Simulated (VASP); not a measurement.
# MgB (CsCl type) (Pm-3m) in VASP: a series of runs

The runs below take MgB (CsCl type) through electric field gradients, with LDA, PBEsol.

All numbers are computed with VASP 6.6.1; they aren't measurements. Logs are shortened: lines on timing, memory, paths and dates and some standing lists are left out, and cuts for length are marked.

## 1. The cell of the first run

Symmetry: Pm-3m, No. 221, cubic system. Conventional cell: a = 2.893 Å, b = 2.893 Å, c = 2.893 Å, α = 90.00°, β = 90.00°, γ = 90.00°. B (site symmetry m-3m) has 8 Mg at 2.51 Å and 6 B at 2.89 Å within 3.3 Å. Within 3.3 Å of Mg (site symmetry m-3m) lie 8 B at 2.51 Å and 6 Mg at 2.89 Å.

## 2. Electric field gradients, LDA, collinear spin, ferromagnetic start

File INCAR:

```
PREC = Accurate ; ENCUT = 520
EDIFF = 1E-8 ; ISMEAR = -1
SIGMA = 0.05 ; LREAL = F
LASPH = T ; NELM = 150
ALGO = Normal ; ISIF = 2
LWAVE = F ; LCHARG = F
ISPIN = 2 ; MAGMOM = 1 2
LORBIT = 11 ; LEFG = T
NBANDS = 14
```

File KPOINTS:

```
regular mesh
0
Gamma
  11 11 11
```

File POSCAR:

```
MgB
1.0
    2.8930974391      0.0000000000      0.0000000000
    0.0000000000      2.8930974391      0.0000000000
    0.0000000000      0.0000000000      2.8930974391
B Mg
1 1
Direct
    0.0000000000      0.0000000000      0.0000000000
    0.5000000000      0.5000000000      0.5000000000
```

Potentials or basis: VASP PAW LDA potentials, release 64 (B, Mg).

Started as:

```console
$ cat potpaw_LDA.64/B/POTCAR potpaw_LDA.64/Mg/POTCAR > POTCAR
$ mpirun -np 1 vasp_std > vasp.out
```

OUTCAR:

```text
PREC = Accurate
   ENCUT = 520
   EDIFF = 1E-8
   ISMEAR = -1
   LREAL = F
   LASPH = T
   NELM = 150
   ISIF = 2
   ISPIN = 2
   LORBIT = 11

 ion  position               nearest neighbor table
   1  0.000  0.000  0.000-   2 2.51   2 2.51   2 2.51   2 2.51   2 2.51   2 2.51   2 2.51   2 2.51

   2  0.500  0.500  0.500-   1 2.51   1 2.51   1 2.51   1 2.51   1 2.51   1 2.51   1 2.51   1 2.51

  LATTYP: Found a simple cubic cell.
 ALAT       =     2.8930974391

  Lattice vectors:

 A1 = (   2.8930974391,   0.0000000000,   0.0000000000)
 A2 = (   0.0000000000,   2.8930974391,   0.0000000000)
 A3 = (   0.0000000000,   0.0000000000,   2.8930974391)

Analysis of symmetry for initial positions (statically):
=====================================================================
 Subroutine PRICEL returns:
 Original cell was already a primitive cell.

 Routine SETGRP: Setting up the symmetry group for a
 simple cubic supercell.

 Subroutine GETGRP returns: Found 48 space group operations
 (whereof 48 operations were pure point group operations)
 out of a pool of 48 trial point group operations.

The static configuration has the point symmetry O_h .

Analysis of symmetry for dynamics (positions and initial velocities):
=====================================================================
 Subroutine PRICEL returns:
 Original cell was already a primitive cell.

 Routine SETGRP: Setting up the symmetry group for a
 simple cubic supercell.

 Subroutine GETGRP returns: Found 48 space group operations
 (whereof 48 operations were pure point group operations)
 out of a pool of 48 trial point group operations.

The dynamic configuration has the point symmetry O_h .

Analysis of structural, dynamic, and magnetic symmetry:
=====================================================================
 Subroutine PRICEL returns:
 Original cell was already a primitive cell.

 Routine SETGRP: Setting up the symmetry group for a
 simple cubic supercell.

 Subroutine GETGRP returns: Found 48 space group operations
 (whereof 48 operations were pure point group operations)
 out of a pool of 48 trial point group operations.

The overall configuration has the point symmetry O_h .

 Subroutine INISYM returns: Found 48 space group operations
 (whereof 48 operations are pure point group operations),
 and found     1 'primitive' translations

----------------------------------------------------------------------------------------

                                     Primitive cell

  volume of cell :      24.2153

  direct lattice vectors                    reciprocal lattice vectors
     2.893097439  0.000000000  0.000000000     0.345650301  0.000000000  0.000000000
     0.000000000  2.893097439  0.000000000     0.000000000  0.345650301  0.000000000
     0.000000000  0.000000000  2.893097439     0.000000000  0.000000000  0.345650301

  length of vectors
     2.893097439  2.893097439  2.893097439     0.345650301  0.345650301  0.345650301

  position of ions in fractional coordinates (direct lattice)
     0.000000000  0.000000000  0.000000000
     0.500000000  0.500000000  0.500000000

  ion indices of the primitive-cell ions
   primitive index   ion index
                 1           1
                 2           2

----------------------------------------------------------------------------------------

 KPOINTS: regular mesh

Automatic generation of k-mesh.
 Grid dimensions read from file:
 generate k-points for:   11   11   11

 Generating k-lattice:

  Cartesian coordinates                     Fractional coordinates (reciprocal lattice)
     0.031422755  0.000000000  0.000000000     0.090909091  0.000000000  0.000000000
     0.000000000  0.031422755  0.000000000     0.000000000  0.090909091  0.000000000
     0.000000000  0.000000000  0.031422755     0.000000000  0.000000000  0.090909091

  Length of vectors
     0.031422755  0.031422755  0.031422755

  Shift w.r.t. Gamma in fractional coordinates (k-lattice)
     0.000000000  0.000000000  0.000000000

 Subroutine IBZKPT returns following result:
 ===========================================
[... 74 lines left out ...]
   LHFCALC =     F    Hartree Fock is set to
   AEXX    =    0.0000 exact exchange contribution
   IVDW    =     0    specifies the selected vdW correction
   LEPSILON=     F    determine dielectric tensor
   LRPA    =     F    only Hartree local field effects (RPA)
 spin polarized calculation
  energy-cutoff  :      520.00
  volume of cell :       24.22
 maximum number of plane-waves:       667
 NGX is ok and might be reduce to    24
   NGX = 11   NGY = 11   NGZ = 11

 number of electron       5.0000000 magnetization       0.0001421

 number of electron       5.0000000 magnetization      -0.0001306

 Free energy of the ion-electron system (eV)
  ---------------------------------------------------
  ext. energy  EPLUGINS =         0.00000000
  ---------------------------------------------------
  free energy    TOTEN  =        -7.67827702 eV

  energy without entropy =       -7.67465636  energy(sigma->0) =       -7.67646669

 E-fermi :   4.5361     XC(G=0): -10.5583

 val. band max:        4.3808676945   @ k =   0.4545   0.2727   0.0909
 cond. band min:       4.6086385486   @ k =   0.3636   0.3636   0.3636
 fundamental gap:      0.2277708541
 Fermi energy:         4.5360605428

 spin component 1

 k-point     1 :       0.0000    0.0000    0.0000
  band No.  band energies     occupation
      1      -6.1610      1.00000
      2       7.0049      0.00000
      3       7.0049      0.00000
      4       7.0049      0.00000
      5      11.5636      0.00000
      6      11.5636      0.00000
      7      13.4705      0.00000
      8      22.4448      0.00000
      9      22.4448      0.00000
     10      22.4448      0.00000
     11      25.6532      0.00000
     12      25.6532      0.00000
     13      25.6532      0.00000
     14      28.6994      0.00000
[... 379 lines left out ...]
      3       6.6750      0.00000
      4       6.9996      0.00000
      5      13.6355      0.00000
      6      14.3516      0.00000
      7      15.6641      0.00000
      8      18.0929      0.00000
      9      19.3058      0.00000
     10      22.3074      0.00000
     11      22.7762      0.00000
     12      23.7432      0.00000
     13      25.9641      0.00000
     14      27.8974      0.00000

 [... further k-points ...]

 spin component 2

 k-point     1 :       0.0000    0.0000    0.0000
  band No.  band energies     occupation
      1      -6.1611      1.00000
      2       7.0048      0.00000
      3       7.0048      0.00000
      4       7.0048      0.00000
      5      11.5636      0.00000
      6      11.5636      0.00000
      7      13.4704      0.00000
      8      22.4447      0.00000
      9      22.4447      0.00000
     10      22.4447      0.00000
     11      25.6531      0.00000
     12      25.6531      0.00000
     13      25.6531      0.00000
     14      28.6993      0.00000
[... 379 lines left out ...]
      3       6.6749      0.00000
      4       6.9995      0.00000
      5      13.6354      0.00000
      6      14.3515      0.00000
      7      15.6640      0.00000
      8      18.0928      0.00000
      9      19.3057      0.00000
     10      22.3073      0.00000
     11      22.7761      0.00000
     12      23.7431      0.00000
     13      25.9640      0.00000
     14      27.8973      0.00000

 [... further k-points ...]
[... 5 lines left out ...]
  --------------------------------------------------------------------------------------
  -------------------------------------------------------------------------------------
  Total       -0.8816220     -0.8816220     -0.8816220     -0.0000000     -0.0000000      0.0000000
  in kB      -58.3315909    -58.3315909    -58.3315909     -0.0000000     -0.0000000      0.0000000
  external PRESSURE =     -58.3315909 kB  Pullay stress =       0.0000000 kB

 VOLUME and BASIS-vectors are now :
 -----------------------------------------------------------------------------
  energy-cutoff  :      520.00
  volume of cell :       24.22
      direct lattice vectors                 reciprocal lattice vectors
     2.893097439  0.000000000  0.000000000     0.345650301  0.000000000  0.000000000
     0.000000000  2.893097439  0.000000000     0.000000000  0.345650301  0.000000000
     0.000000000  0.000000000  2.893097439     0.000000000  0.000000000  0.345650301

 POSITION                                       TOTAL-FORCE (eV/Angst)
 -----------------------------------------------------------------------------------
      0.00000      0.00000      0.00000         0.000000      0.000000      0.000000
      1.44655      1.44655      1.44655         0.000000      0.000000      0.000000
 -----------------------------------------------------------------------------------
    total drift:                               -0.000000      0.000000      0.000000

  FREE ENERGIE OF THE ION-ELECTRON SYSTEM (eV)
  ---------------------------------------------------
  free  energy   TOTEN  =        -7.6782770166 eV

  energy  without entropy=       -7.6746563617  energy(sigma->0) =       -7.67646669

 Electric field gradients (V/A^2)
---------------------------------------------------------------------
 ion       V_xx      V_yy      V_zz      V_xy      V_xz      V_yz
---------------------------------------------------------------------
   1      -0.000    -0.000     0.000    -0.000    -0.000     0.000
   2      -0.000     0.000     0.000     0.000    -0.000    -0.000
---------------------------------------------------------------------

 Electric field gradients after diagonalization (V/A^2)
 (convention: |V_zz| > |V_xx| > |V_yy|)
----------------------------------------------------------------------
 ion       V_xx      V_yy      V_zz     asymmetry (V_yy - V_xx)/ V_zz
----------------------------------------------------------------------
   1       0.000    -0.000    -0.000       1.254
   2       0.000    -0.000     0.000      -0.108
----------------------------------------------------------------------

           NMR quadrupolar parameters

 Cq : quadrupolar parameter    Cq=e*Q*V_zz/h
 eta: asymmetry parameters     (V_yy - V_xx)/ V_zz
 Q  : nuclear electric quadrupole moment in mb (millibarn)
----------------------------------------------------------------------
 ion       Cq(MHz)       eta       Q (mb)
----------------------------------------------------------------------
   1      -0.000       1.254       1.000
   2       0.000      -0.108       1.000
----------------------------------------------------------------------

 total charge

# of ion       s       p       d       tot
------------------------------------------
    1        0.741   0.852   0.000   1.593
    2        0.182   0.187   0.053   0.421
--------------------------------------------------
tot          0.923   1.039   0.053   2.015

 magnetization (x)

# of ion       s       p       d       tot
------------------------------------------
    1       -0.000  -0.000   0.000  -0.000
    2        0.000   0.000  -0.000   0.000
--------------------------------------------------
tot         -0.000  -0.000  -0.000  -0.000
```

Run time: 12 s. Hardware: 1 thread of Intel Xeon 6975P-C (Granite Rapids), shared host; peak memory 0.15 GiB.

What came out:

| Item | Value |
| --- | --- |
| Free energy | -7.6783 eV |
| Pressure | -5.8 GPa |
| Net moment | 0.00 μB per cell |
| Valence electrons inside the program's atomic spheres | B 1.59; Mg 0.42 |

Caveat: without QUAD_EFG the Cq values of the log hold for a quadrupole moment of 1 mb, not for the nuclei.

## 3. Electric field gradients, LDA (functional lda, volume scaled by 1.04)

File INCAR:

```
SYSTEM = MgB
PREC = Accurate
ENCUT = 520
EDIFF = 1E-8
ISMEAR = -1
SIGMA = 0.05
LREAL = .FALSE.
LASPH = .TRUE.
NELM = 120
ALGO = Normal
ISIF = 2
LWAVE = .FALSE.
LCHARG = .FALSE.
LEFG = .TRUE.
NBANDS = 10
GGA_COMPAT = .FALSE.
```

File KPOINTS:

```
Automatic mesh
0
G
  11 11 11
  0 0 0
```

File POSCAR:

```
MgB
1.0
    2.9311688766      0.0000000000      0.0000000000
    0.0000000000      2.9311688766      0.0000000000
    0.0000000000      0.0000000000      2.9311688766
B Mg
1 1
Direct
    0.0000000000      0.0000000000      0.0000000000
    0.5000000000      0.5000000000      0.5000000000
```

Potentials or basis: VASP PAW LDA potentials, release 64 (B, Mg).

Started as:

```console
$ cat potpaw_LDA.64/B/POTCAR potpaw_LDA.64/Mg/POTCAR > POTCAR
$ mpirun -np 1 vasp_std > vasp.out
```

OUTCAR:

```text
SYSTEM = MgB
   PREC = Accurate
   ENCUT = 520
   EDIFF = 1E-8
   ISMEAR = -1
   LREAL = .FALSE.
   LASPH = .TRUE.
   NELM = 120
   ISIF = 2

 ion  position               nearest neighbor table
   1  0.000  0.000  0.000-   2 2.54   2 2.54   2 2.54   2 2.54   2 2.54   2 2.54   2 2.54   2 2.54

   2  0.500  0.500  0.500-   1 2.54   1 2.54   1 2.54   1 2.54   1 2.54   1 2.54   1 2.54   1 2.54

  LATTYP: Found a simple cubic cell.
 ALAT       =     2.9311688766

  Lattice vectors:

 A1 = (   2.9311688766,   0.0000000000,   0.0000000000)
 A2 = (   0.0000000000,   2.9311688766,   0.0000000000)
[... 525 lines left out ...]
  free  energy   TOTEN  =        -7.6348896729 eV

  energy  without entropy=       -7.6312213026  energy(sigma->0) =       -7.63305549

 Electric field gradients (V/A^2)
---------------------------------------------------------------------
 ion       V_xx      V_yy      V_zz      V_xy      V_xz      V_yz
---------------------------------------------------------------------
   1      -0.000    -0.000    -0.000     0.000     0.000     0.000
   2      -0.000    -0.000    -0.000    -0.000     0.000     0.000
---------------------------------------------------------------------

 Electric field gradients after diagonalization (V/A^2)
 (convention: |V_zz| > |V_xx| > |V_yy|)
----------------------------------------------------------------------
 ion       V_xx      V_yy      V_zz     asymmetry (V_yy - V_xx)/ V_zz
----------------------------------------------------------------------
   1      -0.000    -0.000    -0.000      -0.005
   2      -0.000    -0.000    -0.000      -0.312
----------------------------------------------------------------------

           NMR quadrupolar parameters

 Cq : quadrupolar parameter    Cq=e*Q*V_zz/h
 eta: asymmetry parameters     (V_yy - V_xx)/ V_zz
 Q  : nuclear electric quadrupole moment in mb (millibarn)
----------------------------------------------------------------------
 ion       Cq(MHz)       eta       Q (mb)
----------------------------------------------------------------------
   1      -0.000      -0.005       1.000
   2      -0.000      -0.312       1.000
----------------------------------------------------------------------
```

stdout:

```text
POSCAR found type information on POSCAR B Mg
 POSCAR found :  2 types and       2 ions
 scaLAPACK will be used
 LDA part: xc-table for (Slater(with rela. corr.)+CA(PZ))
 , standard interpolation
 POSCAR, INCAR and KPOINTS ok, starting setup
 FFT: planning ... GRIDC
 FFT: planning ... GRID_SOFT
 FFT: planning ... GRID
 WAVECAR not read
 entering main loop
ion   1

ion   2
```

It took 5.9 s on 1 thread of Intel Xeon 6975P-C, shared host; peak memory 0.13 GiB.

What came out:

```yaml
Free_energy: -7.6349 eV
Pressure: -8.5 GPa
```

Caveat: without QUAD_EFG the Cq values of the log hold for a quadrupole moment of 1 mb, not for the nuclei.

[end of part 1 of 2]
